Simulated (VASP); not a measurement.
# Si (a cell with a defect) in VASP: single point with PBE+D3(BJ)

Aim: the single point of Si (a cell with a defect) with PBE+D3(BJ).

Program: VASP 6.6.1. These are calculated values, not measurements. Logs are shortened: lines on timing, memory, paths and dates and some standing lists are left out, and cuts for length are marked.

## 1. The cell of the first run

The cell holds a defect, 63 atoms: a = 10.860 Å, b = 10.860 Å, c = 10.860 Å, α = 90.00°, β = 90.00°, γ = 90.00°.

## 2. Single point, PBE+D3(BJ), collinear spin

Contents of INCAR:

```
SYSTEM = Si
ALGO = Normal ; EDIFF = 1E-6
ENCUT = 400 ; GGA = PE
GGA_COMPAT = .FALSE. ; ISIF = 2
ISMEAR = 0 ; ISPIN = 2
IVDW = 12 ; LASPH = .TRUE.
LCHARG = .TRUE. ; LELF = .TRUE.
LORBIT = 11 ; LREAL = Auto
LVHAR = .TRUE. ; LWAVE = .FALSE.
MAGMOM = 0 0 0 0 0.16 0 0.16 0 0 0 0 0 0.16 0 0 0 0 0 0 0 0 0 0 0 0 0 0 0 0 0 0 0 0 0 0 0 0 0 0 0 0 0 0 0 0 0 0 0 0 0.16 0 0 0 0 0 0 0 0 0 0 0 0 0 ; NBANDS = 167
NELECT = 253.0 ; NELM = 200
PREC = Accurate ; SIGMA = 0.05
```

Contents of KPOINTS:

```
k-points
0
G
  1 1 1
  0 0 0
```

Contents of POSCAR:

```
Si
1.0
   10.8600000000      0.0000000000      0.0000000000
    0.0000000000     10.8600000000      0.0000000000
    0.0000000000      0.0000000000     10.8600000000
Si
63
Direct
    0.5001895028      0.0008392265      0.0000147330
    0.6364072744      0.1135706262      0.1249327808
    0.7491712707      0.2498523020      0.0000868324
    0.8747889503      0.3750949355      0.1248847145
    0.7840262431     -0.0340857274      0.2156115101
    0.8745938306      0.1138544199      0.3634580110
   -0.0079362799     -0.0000860037      0.0075785451
    0.1240119705      0.1250690608      0.1252855433
    0.2492822284      0.2502990792     -0.0002726519
    0.3772500921      0.3728794659      0.1250192449
    0.4998534070      0.5007480663     -0.0003562615
    0.6249709024      0.6260589319      0.1252804788
    0.7501705341      0.7584103131      0.0080048803
    0.2496450276      0.0002037753      0.2498268877
    0.3759367403      0.1246703499      0.3742643646
    0.5056279926      0.2443678637      0.2487068140
    0.6253632597      0.3740487109      0.3742250460
    0.7497988950      0.5003861878      0.2498195212
    0.8743360958      0.6261002762      0.3746525783
    0.5055022099     -0.0008590239      0.4941039595
    0.6253960405      0.1246065378      0.6236895948
    0.7508581031      0.2446879374      0.4942911602
    0.8747023020      0.3730375691      0.6226375691
    0.7498049724      0.0001753223      0.7500121547
    0.8743460405      0.1251130755      0.8756336096
   -0.0012148250      0.5021517495      0.0008523020
    0.1209279926      0.6290990792      0.1268531308
    0.2479038674      0.7512774401      0.0008918048
    0.3749768877      0.8752723757      0.1248915285
   -0.0004181400      0.2498244936      0.2504793738
    0.1248552486      0.3758126151      0.3748949355
    0.2496372928      0.5004160221      0.2488861878
    0.3741592081      0.6252002762      0.3749879374
    0.5001699816      0.7503966851      0.2504895948
    0.6362674954      0.8753558011      0.3633117864
   -0.0004214549      0.0008586556      0.4994230203
    0.1249410681      0.1252098527      0.6254004604
    0.2500141805      0.2500721915      0.4996652855
    0.3749228361      0.3751282689      0.6247577348
    0.4999948435      0.4999811234      0.4996219153
    0.6248010129      0.6250645488      0.6254129834
    0.7491557090      0.7504767035      0.4994676796
    0.8747923573      0.8752698895      0.6247000000
    0.2496047882     -0.0007883057      0.7501297422
    0.3741821363      0.1253640884      0.8748222836
    0.5000162983      0.2499978821      0.7496000921
    0.6247285451      0.3758044199      0.8747631676
    0.7508689687      0.5005987109      0.7502835175
    0.8727396869      0.6294743094      0.8790857274
   -0.0079228361      0.7579244015      0.2493265193
    0.1239266114      0.8756430018      0.3746058932
   -0.0000297422      0.5007890424      0.4997882136
    0.1241049724      0.6258902394      0.6260299263
    0.2492132597      0.7501164825      0.4998772560
    0.3771616943      0.8753623389      0.6225340700
    0.0000326888      0.2501504604      0.7502872007
    0.1240788214      0.3763706262      0.8755029466
    0.2497293738      0.5002868324      0.7499356354
    0.3736267956      0.6259352670      0.8755408840
    0.4998622468      0.7499514733      0.7502832413
    0.6249243094      0.8756164825      0.8756316759
   -0.0012187845      0.7512418969      0.7517783610
    0.1208180479      0.8772587477      0.8788230203
```

Potentials or basis: VASP PAW PBE potentials, release 64 (Si).

The run is started by

```sh
$ cat potpaw_PBE.64/Si/POTCAR > POTCAR
$ mpirun -np 1 vasp_gam > vasp.out
```

OUTCAR:

```text
SYSTEM = Si
   EDIFF = 1E-6
   ENCUT = 400
   GGA = PE
   ISIF = 2
   ISMEAR = 0
   ISPIN = 2
   IVDW = 12
   LASPH = .TRUE.
   LORBIT = 11
   LREAL = Auto
   NELECT = 253.0
   NELM = 200
   PREC = Accurate
 IVDW          = 12

 ion  position               nearest neighbor table
   1  0.500  0.001  0.000-  61 2.35   2 2.35  29 2.36  45 2.36
   2  0.636  0.114  0.125-   1 2.35   3 2.35  16 2.42   5 2.47
   3  0.749  0.250  0.000-  25 2.35   2 2.35   4 2.36  47 2.36
   4  0.875  0.375  0.125-  26 2.35  18 2.35  30 2.36   3 2.36
   5  0.784  0.966  0.216-   2 2.47  35 2.47   6 2.48
   6  0.875  0.114  0.363-  30 2.35  36 2.35  22 2.42   5 2.48
   7  0.992  1.000  0.008-   8 2.35  25 2.35  63 2.38
   8  0.124  0.125  0.125-  30 2.35  14 2.35   7 2.35   9 2.36
   9  0.249  0.250  1.000-  45 2.35  57 2.35  10 2.36   8 2.36
  10  0.377  0.373  0.125-   9 2.36  11 2.36  32 2.38  16 2.39
  11  0.500  0.501  1.000-  47 2.35  59 2.35  10 2.36  12 2.36
  12  0.625  0.626  0.125-  34 2.35  18 2.35  13 2.35  11 2.36
  13  0.750  0.758  0.008-  12 2.35  61 2.35  49 2.39
  14  0.250  0.000  0.250-   8 2.35  51 2.35  29 2.35  15 2.35
  15  0.376  0.125  0.374-  20 2.35  16 2.35  14 2.35  38 2.36
  16  0.506  0.244  0.249-  17 2.35  15 2.35  10 2.39   2 2.42
  17  0.625  0.374  0.374-  22 2.35  16 2.35  18 2.35  40 2.36
[... 32 lines left out ...]
  50  0.992  0.758  0.249-  51 2.35  19 2.35  27 2.38
  51  0.124  0.876  0.375-  36 2.35  14 2.35  50 2.35  54 2.36
  52  1.000  0.501  0.500-  31 2.35  53 2.35  23 2.36  19 2.36
  53  0.124  0.626  0.626-  58 2.35  52 2.35  54 2.35  62 2.36
  54  0.249  0.750  0.500-  33 2.35  53 2.35  55 2.36  51 2.36
  55  0.377  0.875  0.623-  54 2.36  60 2.36  44 2.38  20 2.39
  56  0.000  0.250  0.750-  37 2.35  57 2.35  23 2.36  25 2.36
  57  0.124  0.376  0.876-  58 2.35  56 2.35   9 2.35  26 2.36
  58  0.250  0.500  0.750-  53 2.35  57 2.35  59 2.35  39 2.35
  59  0.374  0.626  0.876-  58 2.35  60 2.35  11 2.35  28 2.36
  60  0.500  0.750  0.750-  41 2.35  59 2.35  55 2.36  61 2.36
  61  0.625  0.876  0.876-   1 2.35  24 2.35  13 2.35  60 2.36
  62  0.999  0.751  0.752-  43 2.35  63 2.35  49 2.35  53 2.36
  63  0.121  0.877  0.879-  62 2.35  28 2.35  44 2.38   7 2.38

  LATTYP: Found a simple cubic cell.
 ALAT       =    10.8600000000

  Lattice vectors:

 A1 = (  10.8600000000,   0.0000000000,   0.0000000000)
 A2 = (   0.0000000000,  10.8600000000,   0.0000000000)
 A3 = (   0.0000000000,   0.0000000000,  10.8600000000)

Analysis of symmetry for initial positions (statically):
=====================================================================
 Subroutine PRICEL returns:
 Original cell was already a primitive cell.

 Routine SETGRP: Setting up the symmetry group for a
 simple cubic supercell.

 Subroutine GETGRP returns: Found  1 space group operations
 (whereof  1 operations were pure point group operations)
 out of a pool of 48 trial point group operations.

The static configuration has the point symmetry C_1 .

Analysis of symmetry for dynamics (positions and initial velocities):
[... 273 lines left out ...]

 val. band max:        6.2420460938   @ k =   0.0000   0.0000   0.0000
 cond. band min:       6.3943491625   @ k =   0.0000   0.0000   0.0000
 fundamental gap:      0.1523030686
 Fermi energy:         6.3101969089

 spin component 1

 k-point     1 :       0.0000    0.0000    0.0000
  band No.  band energies     occupation
      1      -6.2112      1.00000
      2      -5.1604      1.00000
      3      -5.1603      1.00000
      4      -5.1547      1.00000
      5      -5.1544      1.00000
      6      -5.1115      1.00000
[... 130 lines left out ...]
    137       6.8900      0.00000
    138       6.8974      0.00000
 Fermi energy:         6.3101969089

 spin component 2

 k-point     1 :       0.0000    0.0000    0.0000
  band No.  band energies     occupation
      1      -6.1767      1.00000
      2      -5.1243      1.00000
      3      -5.1242      1.00000
      4      -5.1216      1.00000
      5      -5.1215      1.00000
      6      -5.0854      1.00000
[... 130 lines left out ...]
    137       6.9350      0.00000
    138       6.9506      0.00000
 [bands above 138 left out]

------------------------ aborting loop because EDIFF is reached ----------------------------------------

 Edisp (eV)  -19.95910

 E6    (eV) :   -11.6858

 E8    (eV) :    -8.2733

  FORCE on cell =-STRESS in cart. coord.  units (eV):
  Direction    XX          YY          ZZ          XY          YZ          ZX
  --------------------------------------------------------------------------------------
  -------------------------------------------------------------------------------------
  Total       2.94758     2.83781     2.79654     3.16712    -3.18590     3.16893
  in kB       3.68712     3.54981     3.49818     3.96174    -3.98523     3.96401
  external pressure =        3.58 kB  Pullay stress =        0.00 kB

 VOLUME and BASIS-vectors are now :
 -----------------------------------------------------------------------------
  energy-cutoff  :      400.00
  volume of cell :     1280.82
      direct lattice vectors                 reciprocal lattice vectors
    10.860000000  0.000000000  0.000000000     0.092081031  0.000000000  0.000000000
     0.000000000 10.860000000  0.000000000     0.000000000  0.092081031  0.000000000
     0.000000000  0.000000000 10.860000000     0.000000000  0.000000000  0.092081031

 POSITION                                       TOTAL-FORCE (eV/Angst)
 -----------------------------------------------------------------------------------
      5.43206      0.00911      0.00016         0.006414      0.016998      0.007170
      6.91138      1.23338      1.35677        -0.032184      0.031964      0.009922
      8.13600      2.71340      0.00094        -0.015795     -0.007827      0.006774
      9.50021      4.07353      1.35625         0.008576     -0.004797     -0.008061
      8.51453     10.48983      2.34154        -0.315262      0.321575      0.323976
      9.49809      1.23646      3.94715        -0.008974      0.026380      0.026380
[... 55 lines left out ...]
     10.84676      8.15849      8.16431        -0.008948      0.009342      0.016924
      1.31208      9.52703      9.54402         0.007149      0.020497     -0.006858
 -----------------------------------------------------------------------------------
    total drift:                                0.001721     -0.004606      0.010080

  FREE ENERGIE OF THE ION-ELECTRON SYSTEM (eV)
  ---------------------------------------------------
  free  energy   TOTEN  =      -345.5956715655 eV

  energy  without entropy=     -345.5907731066  energy(sigma->0) =     -345.59322234

 total charge

# of ion       s       p       d       tot
------------------------------------------
    1        0.741   0.962   0.000   1.702
    2        0.747   0.917   0.000   1.664
    3        0.741   0.961   0.000   1.702
    4        0.740   0.960   0.000   1.700
    5        0.817   0.758   0.000   1.575
    6        0.748   0.917   0.000   1.664
[... 55 lines left out ...]
   62        0.740   0.961   0.000   1.701
   63        0.740   0.942   0.000   1.682
--------------------------------------------------
tot         46.907  59.560   0.000 106.467

 magnetization (x)

# of ion       s       p       d       tot
------------------------------------------
    1        0.001   0.002   0.000   0.003
    2        0.005   0.022   0.000   0.027
    3        0.001   0.002   0.000   0.003
    4        0.001  -0.002   0.000  -0.001
    5        0.063   0.038   0.000   0.101
    6        0.006   0.023   0.000   0.028
[... 55 lines left out ...]
   62        0.001   0.003   0.000   0.004
   63       -0.000   0.011   0.000   0.011
--------------------------------------------------
tot          0.245   0.852   0.000   1.097
```

It took 7.1 min on 1 thread of Intel Xeon Platinum 8259CL at 2.50GHz (Skylake/Cascade Lake), shared host; peak memory 1 GiB.

What came out:

```
Free energy                                           : -345.5957 eV
Largest force                                         : 0.555 eV/Å
Net moment                                            : 2.98 μB per cell
Site moments                                          : Si +0.00, +0.03, -0.00, +0.10, +0.15, +0.01, +0.02 μB
Valence electrons inside the program's atomic spheres : Si 1.70, 1.66, 1.57, 1.65, 1.69, 1.68
Dispersion energy per atom                            : -0.317 eV
```

Forces in eV/Å, atoms in the order of the input:
```
Si   0.006  0.017  0.007
Si  -0.032  0.032  0.010
Si  -0.016 -0.008  0.007
Si   0.009 -0.005 -0.008
Si  -0.315  0.322  0.324
Si  -0.009  0.026  0.026
Si   0.069 -0.015 -0.070
Si  -0.003 -0.020 -0.009
Si  -0.006  0.000 -0.003
Si   0.018 -0.018 -0.017
Si  -0.002  0.006 -0.003
Si   0.018  0.002 -0.009
Si   0.015 -0.072 -0.072
Si  -0.001  0.001  0.001
Si   0.025 -0.017 -0.017
Si   0.012 -0.013 -0.023
Si   0.017 -0.024 -0.016
Si   0.000  0.002  0.001
Si   0.010  0.002 -0.019
Si   0.013 -0.023 -0.014
Si   0.016 -0.016 -0.025
Si   0.024 -0.015 -0.016
Si   0.018 -0.019 -0.018
Si   0.000  0.002  0.001
Si   0.009 -0.021  0.004
Si  -0.009  0.017  0.009
Si   0.007 -0.007  0.020
Si  -0.018  0.009  0.009
Si   0.004 -0.009 -0.008
Si  -0.008 -0.008  0.016
Si   0.000  0.003 -0.016
Si   0.020 -0.020 -0.006
Si  -0.001  0.000 -0.017
Si   0.007  0.008  0.016
Si  -0.030  0.009  0.030
Si  -0.008  0.015 -0.008
Si   0.000 -0.016  0.001
Si   0.021 -0.002 -0.002
Si   0.002 -0.002 -0.001
Si   0.001 -0.021 -0.002
Si   0.016  0.001  0.001
Si  -0.015  0.007 -0.008
Si   0.008 -0.009 -0.004
Si   0.019 -0.006 -0.019
Si  -0.001 -0.016  0.000
Si   0.001 -0.002 -0.021
Si   0.017  0.002  0.000
Si   0.007 -0.019 -0.020
Si  -0.021 -0.008 -0.008
Si   0.070 -0.069 -0.014
Si  -0.002 -0.010 -0.019
Si   0.004  0.006  0.002
Si  -0.004  0.005  0.018
Si  -0.006 -0.003  0.001
Si   0.018 -0.017 -0.018
Si   0.003  0.002  0.006
Si  -0.003  0.019  0.004
Si   0.007 -0.006 -0.007
Si  -0.017  0.004  0.004
Si  -0.002 -0.002  0.005
Si   0.019 -0.008  0.003
Si  -0.009  0.009  0.017
Si   0.007  0.020 -0.007
```

Caveat: the k points lie up to 0.58 Å⁻¹ apart; the cell carries a net charge on a neutralising background, which shifts energy and pressure; the cell is charged against a uniform background, so pressure and absolute levels hang on convention.
